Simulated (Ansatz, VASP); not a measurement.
# One calculation of Bi, two programs

```
CELL_PARAMETERS angstrom
0.00000 2.55588 2.55588
2.55588 0.00000 2.55588
2.55588 2.55588 0.00000
ATOMIC_POSITIONS crystal
Bi 0.00000 0.00000 0.00000
```

Change from the starting cell: volume scaled by 1.05.

Alike in both runs: task single point; functional PBE; k mesh 16 × 16 × 16; occupations fermi-dirac, width 0.05 eV; no spin polarisation.

|  | VASP | Ansatz |
| --- | --- | --- |
| version | VASP 6.6.1 | Ansatz 0.2.0 |
| potentials or method | VASP PAW PBE potentials, release 64 (Bi_d), cutoff 520 eV | all-electron LAPW, scalar-relativistic |

Ansatz gave:

| Property | Result |
| --- | --- |
| pressure (GPa) | -2.2 |

Task: Which values does VASP return?

Result: Pressure (GPa): -2.3.

Ansatz ran all-electron here, and VASP with PAW potentials.

Neither program's run includes spin-orbit coupling.
